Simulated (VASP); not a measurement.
Here is a VASP 6.6.1 calculation.

File INCAR:

```
SYSTEM = LiGaI2
  ALGO = Normal
  EDIFF = 1E-6
  ENCUT = 520
  GGA = PE
  ISIF = 2
  ISMEAR = 0
  LASPH = .True.
  LCHARG = .False.
  LREAL = .False.
  LWAVE = .False.
  NBANDS = 23
  NELM = 80
  PREC = Accurate
  SIGMA = 0.02
```

The input KPOINTS:

```
k-points
0
Gamma
  6 6 6
  0 0 0
```

POSCAR

```
LiGaI2
1.0
    2.2245625627      1.2843517944      7.4956732986
   -2.2245625627      1.2843517944      7.4956732986
    0.0000000000     -2.5687035888      7.4956732986
Li Ga I
1 1 2
Direct
    0.5000000000      0.5000000000      0.5000000000
    0.0000000000      0.0000000000      0.0000000000
    0.7592764361      0.7592764361      0.7592764361
    0.2407235639      0.2407235639      0.2407235639
```

Potentials or basis: VASP PAW PBE potentials, release 64 (Li_sv, Ga_d, I).

Command:

```sh
$ cat potpaw_PBE.64/Li_sv/POTCAR potpaw_PBE.64/Ga_d/POTCAR potpaw_PBE.64/I/POTCAR > POTCAR
$ mpirun -np 1 vasp_std > vasp.out
```

Question: Predict the band gap on the k mesh.

Answer: 2.06 eV (least direct gap 2.35 eV).

Caveat: spin-orbit coupling is left out, which moves the levels of the heavy elements. A k mesh can miss the band edges.
